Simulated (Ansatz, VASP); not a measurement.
## TaN: VASP beside Ansatz

The input INCAR:

```
SYSTEM = TaN
PREC = Accurate
ENCUT = 520
EDIFF = 1E-7
ISMEAR = -1
SIGMA = 0.01
LREAL = .FALSE.
LASPH = .TRUE.
NELM = 80
ALGO = Normal
ISIF = 2
LWAVE = .FALSE.
LCHARG = .FALSE.
GGA = PE
NBANDS = 24
```

KPOINTS

```
regular mesh
0
G
  9 9 5
  0 0 0
```

File POSCAR:

```
TaN
1.0
    3.0901372865      0.0000000000      0.0000000000
   -1.5450686433      2.6761373914      0.0000000000
    0.0000000000      0.0000000000      5.0050074549
Ta N
2 2
Direct
    0.3333333333      0.6666666667      0.0000000000
    0.6666666667      0.3333333333      0.5000000000
    0.3333333333      0.6666666667      0.3850000000
    0.6666666667      0.3333333333      0.8850000000
```

Input for Ansatz:

```yaml
crystal:
  lattice:
    - [3.0901372865, 0.0, 0.0]
    - [-1.5450686433, 2.6761373914, 0.0]
    - [0.0, 0.0, 5.0050074549]
  atoms:
    - { symbol: Ta, position: [0.3333333333, 0.6666666667, 0.0] }
    - { symbol: Ta, position: [0.6666666667, 0.3333333333, 0.5] }
    - { symbol: "N", position: [0.3333333333, 0.6666666667, 0.385] }
    - { symbol: "N", position: [0.6666666667, 0.3333333333, 0.885] }
kpoints:
  mp_grid: { grid: [9, 9, 5] }
  band_path:
    path:
      - [0.0, 0.0, 0.0]
      - [0.5, 0.0, 0.0]
      - [0.3333333333, 0.3333333333, 0.0]
      - [0.0, 0.0, 0.0]
      - [0.0, 0.0, 0.5]
      - [0.5, 0.0, 0.5]
      - [0.3333333333, 0.3333333333, 0.5]
      - [0.0, 0.0, 0.5]
      - [0.5, 0.0, 0.5]
    npoints: 5
scf:
  occupations: { method: fermi_dirac, width: 0.01 }
hamiltonian:
  xc: pbe
  pseudopotentials: { kind: all_electron, lapw: { basis_error: 0.001 } }
output:
  forces: true
  stress: true
  eigenvalues: true
```

Change from the starting cell: volume scaled by 1.04.

Alike in both runs: task single point; functional PBE; k mesh 9 × 9 × 5; occupations fermi-dirac, width 0.01 eV; no spin polarisation.

```csv
,VASP,Ansatz
version,VASP 6.6.1,Ansatz 0.2.0
potentials or method,"VASP PAW PBE potentials, release 64 (Ta_pv, N), cutoff 520 eV","all-electron LAPW, scalar-relativistic"
```

|  | VASP | Ansatz | Ansatz less VASP |
| --- | --- | --- | --- |
| pressure (GPa) | 113.0 | 108.7 | -4.35 |
| traceless stress, the component that is largest in VASP (GPa) | -14.10 | -13.53 | +0.571 |
| rms of the force components (eV/Å) | 1.291 | 1.263 | -0.0278 |

Atom by atom the forces differ by 0.028 eV/Å (rms over components). Both programs put the cell under a high pressure, so it lies far from rest at this level. Ansatz ran all-electron here, and VASP with PAW potentials.

Spin-orbit coupling is off throughout. Noted on VASP's run: the cell as given lies far from equilibrium.
